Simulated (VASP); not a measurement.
Set up this calculation in VASP 6.6.1, as the native input.

```
Task                   : relaxation of cell and atoms
Functional             : LDA
Potentials or basis    : VASP PAW LDA potentials, release 64 (Li_sv, Nb_sv, O)
Cutoff                 : 600 eV
k mesh                 : 6 × 6 × 6
Occupations            : gaussian, width 0.1 eV
Spin                   : no spin polarisation
Dipole correction      : no
Further INCAR settings : ALGO = Normal; EDIFF = 1e-07; IBRION = 2; EDIFFG = -0.05; NSW = 100; ISIF = 3
```

The structure of LiNbO3 lies in POSCAR:

```
LiNbO3
1.0
    2.5770834800      1.4878798400      4.6625706200
   -2.5770834800      1.4878798400      4.6625706200
    0.0000000000     -2.9757596800      4.6625706200
Li Nb O
2 2 6
Direct
    0.7054734700      0.7054734700      0.7054734700
    0.2054734700      0.2054734700      0.2054734700
    0.9875072800      0.9875072800      0.9875072800
    0.4875072800      0.4875072800      0.4875072800
    0.8824795800      0.2700917500      0.6208967100
    0.6208967100      0.8824795800      0.2700917500
    0.2700917500      0.6208967100      0.8824795800
    0.7700917500      0.3824795800      0.1208967100
    0.3824795800      0.1208967100      0.7700917500
    0.1208967100      0.7700917500      0.3824795800
```

The input as run:

INCAR

```
SYSTEM = LiNbO3
ALGO     = Normal         ! electronic algorithm
EDIFF    = 1E-7           ! SCF threshold, eV
EDIFFG   = -0.05          ! ionic threshold
ENCUT    = 600            ! plane-wave cutoff, eV
IBRION   = 2              ! ionic algorithm
ISIF     = 3              ! what is computed and relaxed
ISMEAR   = 0              ! smearing method
LASPH    = .TRUE.         ! aspherical terms in the spheres
LCHARG   = .FALSE.        ! write CHGCAR
LREAL    = .FALSE.        ! projectors in reciprocal space
LWAVE    = .FALSE.        ! write WAVECAR
NELM     = 60             ! most SCF steps
NSW      = 100            ! ionic steps
PREC     = Accurate       ! precision mode
SIGMA    = 0.1            ! smearing width, eV
```

KPOINTS

```
k-points
0
G
  6 6 6
  0 0 0
```

Potentials or basis: VASP PAW LDA potentials, release 64 (Li_sv, Nb_sv, O).

Launch:

```bash
$ cat potpaw_LDA.64/Li_sv/POTCAR potpaw_LDA.64/Nb_sv/POTCAR potpaw_LDA.64/O/POTCAR > POTCAR
$ mpirun -np 1 vasp_std > vasp.out
```

Results of the run:

```
Relaxed volume                        : 10.14 Å³/atom
Relaxed cell                          : a = 5.420 Å, b = 5.420 Å, c = 5.420 Å, α = 55.74°, β = 55.74°, γ = 55.74°
Space group after relaxing (to 0.1 Å) : R3c (No. 161)
Energy gained by relaxing             : 21.9 meV/atom
Ionic steps                           : 7
Pressure after relaxing               : -0.3 GPa
Largest force after relaxing          : 0.036 eV/Å
Band gap on the k mesh                : 3.47 eV (least direct gap 3.49 eV)
```

Caveat: the cutoff is under 1.25 times the usual one of these potentials, so pressure, stress and relaxed cells hold a basis-set (Pulay) error; the relaxation stopped at a loose force limit of 0.05 eV/Å, so its end isn't a converged minimum.

Wall time 33 min on 1 thread of Oxide Virtual Turin-like Processor (shared host), peak memory 0.32 GiB.
